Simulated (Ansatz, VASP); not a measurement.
## CdS: VASP beside Ansatz

```xyz
4
Lattice="4.1969 0.0000 0.0000 -2.0984 3.6346 0.0000 0.0000 0.0000 6.8297" Properties=species:S:1:pos:R:3 pbc="T T T"
Cd    0.0000    2.4231    0.0015
Cd    2.0984    1.2115    3.4163
S     0.0000    2.4231    2.5733
S     2.0984    1.2115    5.9881
```

Alike in both runs: functional PBE; k mesh 9 × 9 × 4; occupations gaussian, width 0.02 eV; no spin polarisation.

Ansatz relaxed the structure, and its values are those at the end. VASP's run is a single point on that final structure, the one shown.

|  | VASP | Ansatz |
| --- | --- | --- |
| version | VASP 6.6.1 | Ansatz 0.2.0 |
| potentials or method | VASP PAW PBE potentials, release 64 (Cd, S), cutoff 500 eV | scalar-relativistic, plane waves, PAW |
| valence electrons in the cell | 36 | 52 |

Ansatz gave:

| Quantity | Value |
| --- | --- |
| gap on the k mesh at the Fermi level (eV) | 1.11 |
| least direct gap on the mesh (eV) | 1.11 |
| pressure (GPa) | 0.0 |

Question: What did VASP give for the same quantities?

Answer: gap on the k mesh at the Fermi level (eV): 1.11; least direct gap on the mesh (eV): 1.11; pressure (GPa): 0.3.

The functional is the same, so the differences come from potentials, cutoffs and numerics. VASP's potentials hold 36 valence electrons a cell and Ansatz's 52, so a difference there can come from the potentials and not from the codes.
